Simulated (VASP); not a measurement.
# P (P2/m) in VASP: single point with PBEsol+D3(BJ)

Aim: the single point of P with PBEsol+D3(BJ).

Everything below comes from runs of VASP 6.6.1. Logs are shortened: lines on timing, memory, paths and dates and some standing lists are left out, and cuts for length are marked.

**1. The cell of the first run**

It takes space group P2/m (No. 10, monoclinic). Conventional cell: a = 4.274 Å, b = 4.273 Å, c = 4.379 Å, α = 90.00°, β = 92.15°, γ = 90.00°. Within 5.6 Å of P (site symmetry 2/m) lie 6 P at 4.27 to 4.38 Å.

**2. Single point, PBEsol+D3(BJ) (strain +0.0375 x Voigt [0, 0, 0, 0, 1, 0])**

The input, INCAR:

```
PREC = Accurate ; ENCUT = 520
EDIFF = 1E-7 ; ISMEAR = 0
SIGMA = 0.15 ; LREAL = False
LASPH = True ; NELM = 100
ALGO = Normal ; ISIF = 2
LWAVE = False ; LCHARG = False
GGA = PS ; IVDW = 12
NBANDS = 8
```

The input, KPOINTS:

```
Automatic mesh
0
Gamma
  12 12 12
```

The input, POSCAR:

```
P
1.0
    4.2729048574      0.0000000000      0.0801169661
    0.0000000000      4.2729048574      0.0000000000
    0.0820875000      0.0000000000      4.3780000000
P
1
Direct
    0.0000000000      0.0000000000      0.0000000000
```

Potentials or basis: VASP PAW PBE potentials, release 64 (P).

On the command line:

```bash
$ cat potpaw_PBE.64/P/POTCAR > POTCAR
$ mpirun -np 1 vasp_std > vasp.out
```

OUTCAR:

```text
PREC = Accurate
   ENCUT = 520
   EDIFF = 1E-7
   ISMEAR = 0
   LREAL = False
   LASPH = True
   NELM = 100
   ISIF = 2
   GGA = PS
   IVDW = 12
 IVDW          = 12

 ion  position               nearest neighbor table
   1  0.000  0.000  0.000-

  LATTYP: Found a simple monoclinic cell.
 ALAT       =     4.2736558880
 B/A-ratio  =     0.9998242651
 C/A-ratio  =     1.0245957132
 COS(beta)  =    -0.0374868210

  Lattice vectors:

 A1 = (   4.2729048574,   0.0000000000,   0.0801169661)
 A2 = (   0.0000000000,  -4.2729048574,   0.0000000000)
 A3 = (  -0.0820875000,   0.0000000000,  -4.3780000000)

Analysis of symmetry for initial positions (statically):
=====================================================================
 Subroutine PRICEL returns:
 Original cell was already a primitive cell.

 Routine SETGRP: Setting up the symmetry group for a
 simple monoclinic supercell.

 Subroutine GETGRP returns: Found  4 space group operations
 (whereof  4 operations were pure point group operations)
 out of a pool of  4 trial point group operations.

The static configuration has the point symmetry C_2h.

Analysis of symmetry for dynamics (positions and initial velocities):
=====================================================================
 Subroutine PRICEL returns:
 Original cell was already a primitive cell.

 Routine SETGRP: Setting up the symmetry group for a
 simple monoclinic supercell.

 Subroutine GETGRP returns: Found  4 space group operations
 (whereof  4 operations were pure point group operations)
 out of a pool of  4 trial point group operations.

The dynamic configuration has the point symmetry C_2h.

 Subroutine INISYM returns: Found  4 space group operations
 (whereof  4 operations are pure point group operations),
 and found     1 'primitive' translations

----------------------------------------------------------------------------------------

                                     Primitive cell

  volume of cell :      79.9042

  direct lattice vectors                    reciprocal lattice vectors
     4.272904857  0.000000000  0.080116966     0.234115132  0.000000000 -0.004389659
     0.000000000  4.272904857  0.000000000     0.000000000  0.234032826  0.000000000
     0.082087500  0.000000000  4.378000000    -0.004284284  0.000000000  0.228495132

  length of vectors
     4.273655888  4.272904857  4.378769503     0.234156282  0.234032826  0.228535293

  position of ions in fractional coordinates (direct lattice)
     0.000000000  0.000000000  0.000000000

  ion indices of the primitive-cell ions
   primitive index   ion index
                 1           1

----------------------------------------------------------------------------------------

 KPOINTS: Automatic mesh

Automatic generation of k-mesh.
 Grid dimensions read from file:
 generate k-points for:   12   12   12

 Generating k-lattice:

  Cartesian coordinates                     Fractional coordinates (reciprocal lattice)
     0.019509594  0.000000000 -0.000365805     0.083333333  0.000000000 -0.000000000
     0.000000000  0.019502736  0.000000000     0.000000000  0.083333333  0.000000000
    -0.000357024  0.000000000  0.019041261    -0.000000000  0.000000000  0.083333333

  Length of vectors
     0.019513023  0.019502736  0.019044608

  Shift w.r.t. Gamma in fractional coordinates (k-lattice)
     0.000000000  0.000000000  0.000000000

 Subroutine IBZKPT returns following result:
 ===========================================

 Found    518 irreducible k-points:

 Following reciprocal coordinates:
            Coordinates               Weight
  0.000000  0.000000  0.000000      1.000000
  0.083333  0.000000  0.000000      2.000000
  0.166667  0.000000 -0.000000      2.000000
  0.250000  0.000000 -0.000000      2.000000
  0.333333  0.000000  0.000000      2.000000
  0.416667  0.000000  0.000000      2.000000
[... 16 lines left out ...]
  0.083333  0.250000  0.000000      4.000000
  0.166667  0.250000 -0.000000      4.000000
 [... further k-points ...]
   k-points           NKPTS =    518   k-points in BZ     NKDIM =    518   number of bands    NBANDS=      8
   number of dos      NEDOS =    301   number of ions     NIONS =      1
   total plane-waves  NPLWV =  36864
   dimension x,y,z NGX =    32 NGY =   32 NGZ =   36
   dimension x,y,z NGXF=    64 NGYF=   64 NGZF=   72
   ions per type =               1
   NGX,Y,Z   is equivalent  to a cutoff of  12.45, 12.45, 13.67 a.u.
   NGXF,Y,Z  is equivalent  to a cutoff of  24.90, 24.90, 27.34 a.u.
 SYSTEM =  unknown system
   PREC   = accura    normal or accurate (medium, high low for compatibility)
   ISTART =      0    job   : 0-new  1-cont  2-samecut
   ICHARG =      2    charge: 1-file 2-atom 10-const
   ISPIN  =      1    spin polarized calculation?
   LNONCOLLINEAR =      F non collinear calculations
   LSORBIT =      F    spin-orbit coupling
   LASPH  =      T    aspherical Exc in radial PAW
   ENCUT  =  520.0 eV  38.22 Ry    6.18 a.u.   7.95  7.94  8.14*2*pi/ulx,y,z
   NELM   =    100;   NELMIN=  2; NELMDL= -5     # of ELM steps
   EDIFF  = 0.1E-06   stopping-criterion for ELM
   LREAL  =      F    real-space projection
   EDIFFG = 0.1E-05   stopping-criterion for IOM
   NSW    =      0    number of steps for IOM
   IBRION =     -1    ionic relax: 0-MD 1-quasi-New 2-CG
   NFREE  =      0    steps in history (QN), initial steepest desc. (CG)
   ISIF   =      2    stress and relaxation
   ISYM   =      2    0-nonsym 1-usesym 2-fastsym
   POTIM  = 0.5000    time-step for ionic-motion
   TEBEG  =    0.0;   TEEND  =   0.0 temperature during run
   PSTRESS=    0.0 pullay stress
   NELECT =       5.0000    total number of electrons
   NUPDOWN=      -1.0000    fix difference up-down
   EMIN   =  10.00;   EMAX   =-10.00  energy-range for DOS
   EFERMI =   0.00;   METHOD = LEGACY
   ISMEAR =     0;   SIGMA  =   0.15  broadening in eV -4-tet -1-fermi 0-gaus
   EFERMI_NEDOS =   21; number of points for ismear=-14 and -15
   IALGO  =     38    algorithm
   IMIX   =      4    mixing-type and parameters
     AMIX     =   0.40;   BMIX     =  1.00
     AMIX_MAG =   1.60;   BMIX_MAG =  1.00
  volume/ion in A,a.u.               =      79.90       539.22
  Fermi-wavevector in a.u.,A,eV,Ry     =   0.649943  1.228213  5.747446  0.422425
  Thomas-Fermi vector in A             =   1.719061
   LORBIT       =      0    0 simple, 1 ext, 2 COOP (PROOUT), +10 PAW based schemes
   GGA     = PS    functional components
   LHFCALC =     F    Hartree Fock is set to
   AEXX    =    0.0000 exact exchange contribution
   IVDW    =    12    specifies the selected vdW correction
   LEPSILON=     F    determine dielectric tensor
   LRPA    =     F    only Hartree local field effects (RPA)
 non-spin polarized calculation
 Gauss-broadening in eV      SIGMA  =   0.15
  energy-cutoff  :      520.00
  volume of cell :       79.90
 maximum number of plane-waves:      2182
   NGX = 15   NGY = 15   NGZ = 17

 number of electron       4.9999999 magnetization

 Free energy of the ion-electron system (eV)
  ---------------------------------------------------
  ext. energy  EPLUGINS =         0.00000000
  ---------------------------------------------------
  free energy    TOTEN  =        -1.18801462 eV

  energy without entropy =       -1.14985023  energy(sigma->0) =       -1.16893243

 E-fermi :  -3.0784     XC(G=0):  -5.0536

 val. band max:       -3.0789355131   @ k =   0.3333   0.2500   0.1667
 cond. band min:      -3.0771138305   @ k =   0.1667   0.3333   0.2500
 fundamental gap:      0.0018216827
 Fermi energy:        -3.0783972196

 k-point     1 :       0.0000    0.0000    0.0000
  band No.  band energies     occupation
      1     -11.8093      2.00000
      2      -2.6331      0.00003
      3      -2.5219      0.00000
      4      -2.5190      0.00000
      5       1.5520      0.00000
      6       4.3670      0.00000
      7       4.4463      0.00000
      8       8.9548      0.00000

 k-point     2 :       0.0833    0.0000    0.0000
  band No.  band energies     occupation
      1     -11.7984      2.00000
      2      -2.6531      0.00006
      3      -2.6117      0.00001
      4      -2.5125      0.00000
      5       1.6704      0.00000
      6       4.4145      0.00000
      7       4.5516      0.00000
      8       8.4382      0.00000

 k-point     3 :       0.1667    0.0000   -0.0000
  band No.  band energies     occupation
      1     -11.7680      2.00000
      2      -2.9469      0.21497
      3      -2.5934      0.00000
      4      -2.4866      0.00000
      5       1.9698      0.00000
      6       4.5272      0.00000
      7       4.8343      0.00000
      8       7.7915      0.00000

 k-point     4 :       0.2500    0.0000   -0.0000
  band No.  band energies     occupation
      1     -11.7256      2.00000
      2      -3.3050      1.96739
      3      -2.5568      0.00000
      4      -2.4505      0.00000
      5       2.3594      0.00000
      6       4.6910      0.00000
      7       5.0812      0.00000
      8       7.2383      0.00000

 k-point     5 :       0.3333    0.0000    0.0000
  band No.  band energies     occupation
      1     -11.6820      2.00000
      2      -3.6214      2.00000
      3      -2.5190      0.00000
      4      -2.4137      0.00000
      5       2.7867      0.00000
      6       4.8769      0.00000
      7       5.0182      0.00000
      8       6.8152      0.00000
[... 177 lines left out ...]
 k-point    22 :       0.0000    0.2500    0.0000
  band No.  band energies     occupation
      1     -11.7256      2.00000
      2      -3.3051      1.96742
      3      -2.5586      0.00000
      4      -2.4478      0.00000
      5       2.3582      0.00000
      6       4.6980      0.00000
      7       5.0828      0.00000
      8       7.2429      0.00000

 k-point    23 :       0.0833    0.2500    0.0000
  band No.  band energies     occupation
      1     -11.7150      2.00000
      2      -3.2909      1.95488
      3      -2.5722      0.00000
      4      -2.5362      0.00000
      5       2.4629      0.00000
      6       4.7758      0.00000
      7       5.1270      0.00000
      8       7.1373      0.00000

 k-point    24 :       0.1667    0.2500   -0.0000
  band No.  band energies     occupation
      1     -11.6858      2.00000
      2      -3.2531      1.90049
      3      -2.8389      0.02397
      4      -2.5209      0.00000
      5       2.7184      0.00000
      6       4.8387      0.00000
      7       5.3737      0.00000
      8       6.6307      0.00000

 [... further k-points ...]

------------------------ aborting loop because EDIFF is reached ----------------------------------------

 Edisp (eV)   -0.08091

 E8    (eV) :    -0.0477

  FORCE on cell =-STRESS in cart. coord.  units (eV):
  Direction    XX          YY          ZZ          XY          YZ          ZX
  --------------------------------------------------------------------------------------
  -------------------------------------------------------------------------------------
  Total      -2.08660    -2.08848    -1.88048     0.00000     0.00000    -0.07048
  in kB     -41.83891   -41.87660   -37.70599     0.00000     0.00000    -1.41327
  external pressure =      -40.47 kB  Pullay stress =        0.00 kB

 VOLUME and BASIS-vectors are now :
 -----------------------------------------------------------------------------
  energy-cutoff  :      520.00
  volume of cell :       79.90
      direct lattice vectors                 reciprocal lattice vectors
     4.272904857  0.000000000  0.080116966     0.234115132  0.000000000 -0.004389659
     0.000000000  4.272904857  0.000000000     0.000000000  0.234032826  0.000000000
     0.082087500  0.000000000  4.378000000    -0.004284284  0.000000000  0.228495132

 POSITION                                       TOTAL-FORCE (eV/Angst)
 -----------------------------------------------------------------------------------
      0.00000      0.00000      0.00000         0.000000      0.000000      0.000000
 -----------------------------------------------------------------------------------
    total drift:                                0.000000      0.000000      0.000000

  FREE ENERGIE OF THE ION-ELECTRON SYSTEM (eV)
  ---------------------------------------------------
  free  energy   TOTEN  =        -1.2689242141 eV

  energy  without entropy=       -1.2307598275  energy(sigma->0) =       -1.24984202
```

It took 79 s on 1 thread of Intel Xeon 6975P-C (Granite Rapids), shared host; peak memory 0.4 GiB.

What came out:

```yaml
Free_energy: -1.2689 eV
Pressure: -4.0 GPa
Band_gap_on_the_k_mesh: zero (an odd number of electrons rules out a gap without spin polarisation)
Dispersion_energy_per_atom: -0.081 eV
```

Caveat: the cell differs from its parent crystal (strain +0.0375 x Voigt [0, 0, 0, 0, 1, 0]); the cell stands under tension; the atoms stand far beyond bonding distance, and open shells without spin polarisation read as a metal; the PAW data sets were made with another functional, which shifts forces and pressure a little.
